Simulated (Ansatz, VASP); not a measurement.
**SnO2 in VASP and in Ansatz**

```
CELL_PARAMETERS angstrom
4.55087 0.00000 0.00000
0.00000 4.55143 0.00000
0.00000 0.00000 3.07459
ATOMIC_POSITIONS crystal
Sn 0.50000 0.50000 0.50000
Sn 0.00000 0.00000 0.00000
O 0.30598 0.28024 0.00000
O 0.80598 0.21976 0.50000
O 0.19402 0.78024 0.50000
O 0.69402 0.71976 0.00000
```

Alike in both runs: task single point; functional LDA; k mesh 6 × 6 × 8; occupations gaussian, width 0.05 eV; no spin polarisation.

|  | VASP | Ansatz |
| --- | --- | --- |
| version | VASP 6.6.1 | Ansatz 0.2.0 |
| potentials or method | VASP PAW LDA potentials, release 64 (Sn_d, O), cutoff 520 eV | scalar-relativistic, plane waves, PAW |
| valence electrons in the cell | 52 | 52 |

```tsv
	VASP	Ansatz	Ansatz less VASP
gap on the k mesh at the Fermi level (eV)	2.39	2.35	-0.038
least direct gap on the mesh (eV)	2.39	2.35	-0.038
rms of the force components (eV/Å)	1.107	1.103	-0.0031
```

LDA's correlation is that of Perdew and Zunger in VASP and of Perdew and Wang (1992) in Ansatz. Atom by atom the forces differ by 0.004 eV/Å (rms over components).
